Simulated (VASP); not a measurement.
Ge3N, 8 atoms in the cell. The structure is hexagonal, space group P6_3/mcm (No. 193). The conventional cell has a = 5.481 Å, b = 5.481 Å, c = 4.997 Å, α = 90.00°, β = 90.00°, γ = 120.00°. Within 2.8 Å of Ge (site symmetry m2m) lie 2 N at 2.14 Å. N (site symmetry -3m) has 6 Ge at 2.14 Å and 2 N at 2.50 Å within 2.8 Å. The cell was generated, and may not be a known phase.

```yaml
Program: VASP 6.6.1
Task: single point
Functional: PBE
Potentials_or_basis: VASP PAW PBE potentials, release 64 (Ge_d, N)
Cutoff: 520 eV
k_mesh: 6 × 6 × 4
Occupations: gaussian, width 0.1 eV
Spin: no spin polarisation
Dipole_correction: no
Further_INCAR_settings: ALGO = Normal; EDIFF = 1e-07; NBANDS = 57
```

Potentials or basis: VASP PAW PBE potentials, release 64 (Ge_d, N).

Launch:

```sh
$ cat potpaw_PBE.64/Ge_d/POTCAR potpaw_PBE.64/N/POTCAR > POTCAR
$ mpirun -np 1 vasp_std > vasp.out
```

Hardware: 1 thread of AMD EPYC 9R14 (Zen 4) (shared host).

How long does it take, and how much memory?

It took 3.4 min on 1 thread of AMD EPYC 9R14 (Zen 4), with other jobs on the host, peak memory 0.27 GiB. Counts: scf iterations 16, k points 21.
